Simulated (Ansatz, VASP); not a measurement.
One calculation of GaP, two programs

INCAR

```
PREC = Accurate ; ENCUT = 520
EDIFF = 1E-8 ; ISMEAR = -1
SIGMA = 0.05 ; LREAL = F
LASPH = T ; NELM = 100
ALGO = Normal ; ISIF = 2
LWAVE = F ; LCHARG = F
GGA = PE ; LEFG = T
NBANDS = 16
```

Contents of KPOINTS:

```
Automatic mesh
0
Gamma
  10 10 10
```

File POSCAR:

```
GaP
1.0
    0.0000000000      2.7797550000      2.7252500000
    2.7797550000      0.0000000000      2.7252500000
    2.7797550000      2.7797550000      0.0000000000
Ga P
1 1
Direct
    0.0000000000      0.0000000000      0.0000000000
    0.7500000000      0.7500000000      0.7500000000
```

Input for Ansatz:

```yaml
crystal:
  lattice:
    - [0.0, 2.779755, 2.72525]
    - [2.779755, 0.0, 2.72525]
    - [2.779755, 2.779755, 0.0]
  atoms:
    - { symbol: Ga, position: [0.0, 0.0, 0.0] }
    - { symbol: P, position: [0.75, 0.75, 0.75] }
kpoints:
  mp_grid: { grid: [10, 10, 10] }
scf:
  occupations: { method: fermi_dirac, width: 0.05 }
hamiltonian:
  xc: pbe
  pseudopotentials: { kind: all_electron, datasets: crystal }
output:
  forces: true
  stress: true
  eigenvalues: true
  efg: { contact_densities: true }
```

Change from the starting cell: equal xx and yy strain of +2 %, crystal datasets.

Alike in both runs: task electric field gradients; functional PBE; k mesh 10 × 10 × 10; occupations fermi-dirac, width 0.05 eV; no spin polarisation.

|  | VASP | Ansatz |
| --- | --- | --- |
| version | VASP 6.6.1 | Ansatz 0.2.0 |
| potentials or method | VASP PAW PBE potentials, release 64 (Ga_d, P), cutoff 520 eV | all-electron PAW with datasets made for the crystal, scalar-relativistic |

VASP gave:

| Quantity | Value |
| --- | --- |
| pressure (GPa) | -0.7 |
| traceless stress, the component that is largest in VASP (GPa) | 0.93 |
| size of Vzz on the site where it differs most (V/Å²) | 3.4 |

**Question.** Which values does Ansatz return?

**Answer.** Pressure (GPa): -0.7; traceless stress, the component that is largest in VASP (GPa): 0.93; size of Vzz on the site where it differs most (V/Å²): 4.1.

Ansatz ran all-electron here, and VASP with PAW potentials.
